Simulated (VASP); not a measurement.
# MgO (Fm-3m) in VASP: a series of runs

The runs below take MgO through single point, with r2SCAN.

Everything below comes from runs of VASP 6.6.1. Logs are shortened: lines on timing, memory, paths and dates and some standing lists are left out, and cuts for length are marked.

**1. The cell of the first run**

The structure is cubic, space group Fm-3m (No. 225). Conventional cell: a = 4.266 Å, b = 4.266 Å, c = 4.266 Å, α = 90.00°, β = 90.00°, γ = 90.00°. Mg (site symmetry m-3m) has 6 O at 2.13 Å within 2.8 Å. O (site symmetry m-3m) has 6 Mg at 2.13 Å within 2.8 Å.

**2. Single point, r2SCAN**

The input, POSCAR:

```
MgO
1.0
    0.0000000000      2.1332500000      2.1332500000
    2.1332500000      0.0000000000      2.1332500000
    2.1332500000      2.1332500000      0.0000000000
Mg O
1 1
Direct
    0.0000000000      0.0000000000      0.0000000000
    0.5000000000      0.5000000000      0.5000000000
```

The input, INCAR.step1:

```
PREC = Accurate
ENCUT = 520
ISMEAR = -1
SIGMA = 0.02
LREAL = False
LASPH = True
NELM = 80
NBANDS = 11
GGA = PE
ALGO = Normal
EDIFF = 1E-4
LWAVE = True
LCHARG = False
```

The input, INCAR.step2:

```
PREC = Accurate
ENCUT = 520
EDIFF = 1E-7
ISMEAR = -1
SIGMA = 0.02
LREAL = False
LASPH = True
NELM = 80
ALGO = Normal
ISIF = 2
LWAVE = False
LCHARG = True
METAGGA = R2SCAN
LMIXTAU = True
LELF = True
LVHAR = True
NBANDS = 11
ISTART = 1
```

The input, KPOINTS:

```
regular mesh
0
Gamma
  9 9 9
```

Potentials or basis: VASP PAW PBE potentials, release 64 (Mg, O).

Started as:

```bash
cat potpaw_PBE.64/Mg/POTCAR potpaw_PBE.64/O/POTCAR > POTCAR
cp INCAR.step1 INCAR
mpirun -np 1 vasp_std > vasp.out
cp INCAR.step2 INCAR
mpirun -np 1 vasp_std > vasp.out
```

OUTCAR:

```text
PREC = Accurate
   ENCUT = 520
   EDIFF = 1E-7
   ISMEAR = -1
   LREAL = False
   LASPH = True
   NELM = 80
   ISIF = 2
   METAGGA = R2SCAN
   ISTART = 1

 ion  position               nearest neighbor table
   1  0.000  0.000  0.000-   2 2.13   2 2.13   2 2.13   2 2.13   2 2.13   2 2.13
   2  0.500  0.500  0.500-   1 2.13   1 2.13   1 2.13   1 2.13   1 2.13   1 2.13

  LATTYP: Found a face centered cubic cell.
 ALAT       =     4.2665000000

  Lattice vectors:

 A1 = (   0.0000000000,   2.1332500000,   2.1332500000)
 A2 = (   2.1332500000,   0.0000000000,   2.1332500000)
 A3 = (   2.1332500000,   2.1332500000,   0.0000000000)

Analysis of symmetry for initial positions (statically):
=====================================================================
 Subroutine PRICEL returns:
 Original cell was already a primitive cell.

 Routine SETGRP: Setting up the symmetry group for a
 face centered cubic supercell.

 Subroutine GETGRP returns: Found 48 space group operations
 (whereof 48 operations were pure point group operations)
 out of a pool of 48 trial point group operations.

The static configuration has the point symmetry O_h .

Analysis of symmetry for dynamics (positions and initial velocities):
=====================================================================
 Subroutine PRICEL returns:
 Original cell was already a primitive cell.

 Routine SETGRP: Setting up the symmetry group for a
 face centered cubic supercell.

 Subroutine GETGRP returns: Found 48 space group operations
 (whereof 48 operations were pure point group operations)
 out of a pool of 48 trial point group operations.

The dynamic configuration has the point symmetry O_h .

 Subroutine INISYM returns: Found 48 space group operations
 (whereof 48 operations are pure point group operations),
 and found     1 'primitive' translations

----------------------------------------------------------------------------------------

                                     Primitive cell

  volume of cell :      19.4158

  direct lattice vectors                    reciprocal lattice vectors
     0.000000000  2.133250000  2.133250000    -0.234384156  0.234384156  0.234384156
     2.133250000  0.000000000  2.133250000     0.234384156 -0.234384156  0.234384156
     2.133250000  2.133250000  0.000000000     0.234384156  0.234384156 -0.234384156

  length of vectors
     3.016871082  3.016871082  3.016871082     0.405965266  0.405965266  0.405965266

  position of ions in fractional coordinates (direct lattice)
     0.000000000  0.000000000  0.000000000
     0.500000000  0.500000000  0.500000000

  ion indices of the primitive-cell ions
   primitive index   ion index
                 1           1
                 2           2

----------------------------------------------------------------------------------------

 KPOINTS: regular mesh

Automatic generation of k-mesh.
 Grid dimensions read from file:
 generate k-points for:    9    9    9

 Generating k-lattice:

  Cartesian coordinates                     Fractional coordinates (reciprocal lattice)
    -0.026042684  0.026042684  0.026042684     0.111111111  0.000000000  0.000000000
     0.026042684 -0.026042684  0.026042684     0.000000000  0.111111111  0.000000000
     0.026042684  0.026042684 -0.026042684     0.000000000  0.000000000  0.111111111

  Length of vectors
     0.045107252  0.045107252  0.045107252

  Shift w.r.t. Gamma in fractional coordinates (k-lattice)
     0.000000000  0.000000000  0.000000000

 Subroutine IBZKPT returns following result:
 ===========================================

 Found     35 irreducible k-points:

 Following reciprocal coordinates:
            Coordinates               Weight
  0.000000  0.000000  0.000000      1.000000
  0.111111  0.000000  0.000000      8.000000
  0.222222  0.000000  0.000000      8.000000
  0.333333  0.000000  0.000000      8.000000
  0.444444  0.000000  0.000000      8.000000
  0.111111  0.111111  0.000000      6.000000
[... 16 lines left out ...]
 -0.333333  0.333333  0.000000     12.000000
  0.444444  0.444444  0.000000      6.000000
 [... further k-points ...]
   k-points           NKPTS =     35   k-points in BZ     NKDIM =     35   number of bands    NBANDS=     11
   number of dos      NEDOS =    301   number of ions     NIONS =      2
   total plane-waves  NPLWV =  13824
   dimension x,y,z NGX =    24 NGY =   24 NGZ =   24
   dimension x,y,z NGXF=    48 NGYF=   48 NGZF=   48
   ions per type =               1   1
   NGX,Y,Z   is equivalent  to a cutoff of  13.23, 13.23, 13.23 a.u.
   NGXF,Y,Z  is equivalent  to a cutoff of  26.45, 26.45, 26.45 a.u.
 SYSTEM =  unknown system
   PREC   = accura    normal or accurate (medium, high low for compatibility)
   ISTART =      1    job   : 0-new  1-cont  2-samecut
   ICHARG =      0    charge: 1-file 2-atom 10-const
   ISPIN  =      1    spin polarized calculation?
   LNONCOLLINEAR =      F non collinear calculations
   LSORBIT =      F    spin-orbit coupling
   LASPH  =      T    aspherical Exc in radial PAW
   ENCUT  =  520.0 eV  38.22 Ry    6.18 a.u.   5.61  5.61  5.61*2*pi/ulx,y,z
   NELM   =     80;   NELMIN=  2; NELMDL=  0     # of ELM steps
   EDIFF  = 0.1E-06   stopping-criterion for ELM
   LREAL  =      F    real-space projection
   EDIFFG = 0.1E-05   stopping-criterion for IOM
   NSW    =      0    number of steps for IOM
   IBRION =     -1    ionic relax: 0-MD 1-quasi-New 2-CG
   NFREE  =      0    steps in history (QN), initial steepest desc. (CG)
   ISIF   =      2    stress and relaxation
   ISYM   =      2    0-nonsym 1-usesym 2-fastsym
   POTIM  = 0.5000    time-step for ionic-motion
   TEBEG  =    0.0;   TEEND  =   0.0 temperature during run
   PSTRESS=    0.0 pullay stress
   NELECT =       8.0000    total number of electrons
   NUPDOWN=      -1.0000    fix difference up-down
   EMIN   =  10.00;   EMAX   =-10.00  energy-range for DOS
   EFERMI =   0.00;   METHOD = LEGACY
   ISMEAR =    -1;   SIGMA  =   0.02  broadening in eV -4-tet -1-fermi 0-gaus
   EFERMI_NEDOS =   21; number of points for ismear=-14 and -15
   IALGO  =     38    algorithm
   IMIX   =      4    mixing-type and parameters
     AMIX     =   0.40;   BMIX     =  1.00
     AMIX_MAG =   1.60;   BMIX_MAG =  1.00
  volume/ion in A,a.u.               =       9.71        65.51
  Fermi-wavevector in a.u.,A,eV,Ry     =   1.218203  2.302070 20.191305  1.484019
  Thomas-Fermi vector in A             =   2.353498
   LORBIT       =      0    0 simple, 1 ext, 2 COOP (PROOUT), +10 PAW based schemes
   METAGGA = R2SCAN    functional components
   LHFCALC =     F    Hartree Fock is set to
   AEXX    =    0.0000 exact exchange contribution
   IVDW    =     0    specifies the selected vdW correction
   LEPSILON=     F    determine dielectric tensor
   LRPA    =     F    only Hartree local field effects (RPA)
 non-spin polarized calculation
  energy-cutoff  :      520.00
  volume of cell :       19.42
 maximum number of plane-waves:       534
   NGX = 11   NGY = 11   NGZ = 11

 number of electron       8.0000003 magnetization

 Free energy of the ion-electron system (eV)
  ---------------------------------------------------
  ext. energy  EPLUGINS =         0.00000000
  ---------------------------------------------------
  free energy    TOTEN  =       -16.13822661 eV

  energy without entropy =      -16.13822661  energy(sigma->0) =      -16.13822661

 E-fermi :   2.9903     XC(G=0): -11.3983

 val. band max:        2.4994237232   @ k =   0.0000   0.0000   0.0000
 cond. band min:       7.7227766095   @ k =   0.0000   0.0000   0.0000
 fundamental gap:      5.2233528863
 Fermi energy:         2.9903157310

 k-point     1 :       0.0000    0.0000    0.0000
  band No.  band energies     occupation
      1     -15.5092      2.00000
      2       2.4994      2.00000
      3       2.4994      2.00000
      4       2.4994      2.00000
      5       7.7228      0.00000
      6      19.1044      0.00000
      7      19.1044      0.00000
      8      19.1044      0.00000
      9      23.1406      0.00000
     10      24.8674      0.00000
     11      24.8674      0.00000

 k-point     2 :       0.1111    0.0000    0.0000
  band No.  band energies     occupation
      1     -15.3903      2.00000
      2       1.7557      2.00000
      3       2.4201      2.00000
      4       2.4201      2.00000
      5       8.4623      0.00000
      6      17.6795      0.00000
      7      19.3925      0.00000
      8      19.3925      0.00000
      9      23.9792      0.00000
     10      23.9792      0.00000
     11      24.9939      0.00000

 k-point     3 :       0.2222    0.0000    0.0000
  band No.  band energies     occupation
      1     -15.0724      2.00000
      2       0.3053      2.00000
      3       2.2265      2.00000
      4       2.2265      2.00000
      5       9.8171      0.00000
      6      16.1099      0.00000
      7      19.8758      0.00000
      8      19.8758      0.00000
      9      23.3751      0.00000
     10      23.3751      0.00000
     11      25.4874      0.00000

 k-point     4 :       0.3333    0.0000    0.0000
  band No.  band energies     occupation
      1     -14.6772      2.00000
      2      -1.0367      2.00000
      3       2.0175      2.00000
      4       2.0175      2.00000
      5      10.7559      0.00000
      6      15.5867      0.00000
      7      19.8070      0.00000
      8      19.8070      0.00000
      9      24.2747      0.00000
     10      24.2747      0.00000
     11      24.7818      0.00000

 k-point     5 :       0.4444    0.0000    0.0000
  band No.  band energies     occupation
      1     -14.3947      2.00000
      2      -1.8356      2.00000
      3       1.8868      2.00000
      4       1.8868      2.00000
      5      11.0267      0.00000
      6      15.7905      0.00000
      7      19.5541      0.00000
      8      19.5541      0.00000
      9      24.3310      0.00000
     10      25.6928      0.00000
     11      25.6928      0.00000
[... 211 lines left out ...]
 k-point    21 :       0.4444    0.3333    0.0000
  band No.  band energies     occupation
      1     -14.2642      2.00000
      2      -1.1299      2.00000
      3       1.0451      2.00000
      4       1.3472      2.00000
      5      12.9532      0.00000
      6      13.4111      0.00000
      7      16.4567      0.00000
      8      21.6709      0.00000
      9      21.8005      0.00000
     10      29.0079      0.00000
     11      29.7001      0.00000

 k-point    22 :      -0.4444    0.3333    0.0000
  band No.  band energies     occupation
      1     -14.1318      2.00000
      2      -1.0441      2.00000
      3       0.2423      2.00000
      4       1.3694      2.00000
      5      13.2127      0.00000
      6      14.6333      0.00000
      7      15.9768      0.00000
      8      21.4106      0.00000
      9      21.5811      0.00000
     10      28.9489      0.00000
     11      30.2612      0.00000

 k-point    23 :      -0.3333    0.3333    0.0000
  band No.  band energies     occupation
      1     -14.1457      2.00000
      2      -0.5965      2.00000
      3      -0.4492      2.00000
      4       1.5273      2.00000
      5      13.5174      0.00000
      6      15.4727      0.00000
      7      15.7054      0.00000
      8      21.0141      0.00000
      9      22.0360      0.00000
     10      26.5452      0.00000
     11      30.9233      0.00000

 k-point    24 :       0.4444    0.4444    0.0000
  band No.  band energies     occupation
      1     -14.1605      2.00000
      2      -1.3758      2.00000
      3       1.2127      2.00000
      4       1.2128      2.00000
      5      12.5751      0.00000
      6      13.1002      0.00000
      7      16.3721      0.00000
      8      22.1702      0.00000
      9      22.1702      0.00000
     10      28.6363      0.00000
     11      29.9013      0.00000

 [... further k-points ...]

------------------------ aborting loop because EDIFF is reached ----------------------------------------

  FORCE on cell =-STRESS in cart. coord.  units (eV):
  Direction    XX          YY          ZZ          XY          YZ          ZX
  --------------------------------------------------------------------------------------
  -------------------------------------------------------------------------------------
  Total       -0.9475273     -0.9475273     -0.9475273      0.0000000      0.0000000     -0.0000000
  in kB      -78.1892539    -78.1892539    -78.1892539      0.0000000      0.0000000     -0.0000000
  external PRESSURE =     -78.1892539 kB  Pullay stress =       0.0000000 kB

 VOLUME and BASIS-vectors are now :
 -----------------------------------------------------------------------------
  energy-cutoff  :      520.00
  volume of cell :       19.42
      direct lattice vectors                 reciprocal lattice vectors
     0.000000000  2.133250000  2.133250000    -0.234384156  0.234384156  0.234384156
     2.133250000  0.000000000  2.133250000     0.234384156 -0.234384156  0.234384156
     2.133250000  2.133250000  0.000000000     0.234384156  0.234384156 -0.234384156

 POSITION                                       TOTAL-FORCE (eV/Angst)
 -----------------------------------------------------------------------------------
      0.00000      0.00000      0.00000         0.000000      0.000000      0.000000
      2.13325      2.13325      2.13325        -0.000000     -0.000000     -0.000000
 -----------------------------------------------------------------------------------
    total drift:                               -0.000000     -0.000000      0.000000

  FREE ENERGIE OF THE ION-ELECTRON SYSTEM (eV)
  ---------------------------------------------------
  free  energy   TOTEN  =       -16.1382266076 eV

  energy  without entropy=      -16.1382266076  energy(sigma->0) =      -16.13822661
```

Wall time 44 s (1 thread of Intel Xeon 8259CL, shared host); peak memory 0.14 GiB.

What came out:

```
Free energy            : -16.1382 eV
Pressure               : -7.8 GPa
Band gap on the k mesh : 5.22 eV, direct
```

Caveat: the PAW data sets were made with another functional, which shifts forces and pressure a little. r2SCAN opens gaps a little over a GGA but as a rule still falls short of measured ones.

**3. Single point, r2SCAN**

POSCAR is that of step 2.

The input, INCAR.step1:

```
SYSTEM = MgO
  PREC = Accurate
  ENCUT = 520
  ISMEAR = -1
  SIGMA = 0.02
  LREAL = .FALSE.
  LASPH = .TRUE.
  NELM = 80
  NBANDS = 11
  GGA = PE
  ALGO = Normal
  EDIFF = 1E-4
  LWAVE = .TRUE.
  LCHARG = .FALSE.
```

The input, INCAR.step2:

```
SYSTEM = MgO
  PREC = Accurate
  ENCUT = 520
  EDIFF = 1E-7
  ISMEAR = -1
  SIGMA = 0.02
  LREAL = .FALSE.
  LASPH = .TRUE.
  NELM = 80
  ALGO = Normal
  ISIF = 2
  LWAVE = .FALSE.
  LCHARG = .FALSE.
  METAGGA = R2SCAN
  LMIXTAU = .TRUE.
  NBANDS = 11
  ISTART = 1
```

The input, KPOINTS:

```
regular mesh
0
G
  9 9 9
  0 0 0
```

Potentials or basis: VASP PAW PBE potentials, release 64 (Mg, O).

Started as:

```bash
cat potpaw_PBE.64/Mg/POTCAR potpaw_PBE.64/O/POTCAR > POTCAR
cp INCAR.step1 INCAR
mpirun -np 1 vasp_std > vasp.out
cp INCAR.step2 INCAR
mpirun -np 1 vasp_std > vasp.out
```

Wall time 55 s (1 thread of Intel Xeon 8259CL, shared host); peak memory 0.14 GiB.

The run converged. Its results:

| Property | Result |
| --- | --- |
| Free energy | -16.1382 eV |
| Pressure | -7.8 GPa |
| Band gap on the k mesh | 5.22 eV, direct |

Levels at points of the mesh, in eV from the valence-band top:
```csv
k point,band 2,band 3,band 4,band 5,band 6,band 7
"(0.00, 0.00, 0.00)",0.00,0.00,0.00,5.22,16.60,16.60
```

Caveat: the PAW data sets were made with another functional, which shifts forces and pressure a little. r2SCAN opens gaps a little over a GGA but as a rule still falls short of measured ones.

**4. Single point, r2SCAN**

POSCAR is that of step 3.

The input, INCAR.step1:

```
SYSTEM = MgO
  PREC = Accurate
  ENCUT = 660
  ISMEAR = -1
  SIGMA = 0.02
  LREAL = .FALSE.
  LASPH = .TRUE.
  NELM = 120
  NBANDS = 15
  GGA = PE
  ALGO = Normal
  EDIFF = 1E-5
  LWAVE = .TRUE.
  LCHARG = .FALSE.
  GGA_COMPAT = .FALSE.
```

The input, INCAR.step2:

```
SYSTEM = MgO
  PREC = Accurate
  ENCUT = 660
  EDIFF = 1E-6
  ISMEAR = -1
  SIGMA = 0.02
  LREAL = .FALSE.
  LASPH = .TRUE.
  NELM = 120
  ALGO = Normal
  ISIF = 2
  LWAVE = .FALSE.
  LCHARG = .FALSE.
  METAGGA = R2SCAN
  LMIXTAU = .TRUE.
  NBANDS = 15
  ISTART = 1
  GGA_COMPAT = .FALSE.
```

KPOINTS is that of step 3.

Potentials or basis: VASP PAW PBE potentials, release 64 (Mg_sv, O).

Started as:

```bash
cat potpaw_PBE.64/Mg_sv/POTCAR potpaw_PBE.64/O/POTCAR > POTCAR
cp INCAR.step1 INCAR
mpirun -np 1 vasp_std > vasp.out
cp INCAR.step2 INCAR
mpirun -np 1 vasp_std > vasp.out
```

Wall time 88 s (1 thread of AMD EPYC 7R43 (Zen 3), shared host); peak memory 0.13 GiB.

It converged, with:

```yaml
Free_energy: -16.1606 eV
Pressure: -6.8 GPa
Band_gap_on_the_k_mesh: 5.28 eV, direct
```

Levels at points of the mesh, in eV from the valence-band top:
```
           k point  band 4  band 5  band 6  band 7  band 8  band 9  band 10  band 11  band 12  band 13
(0.00, 0.00, 0.00)  -40.21  -18.00    0.00    0.00    0.00    5.28    16.63    16.63    16.63    20.63
```

Caveat: the PAW data sets were made with another functional, which shifts forces and pressure a little.
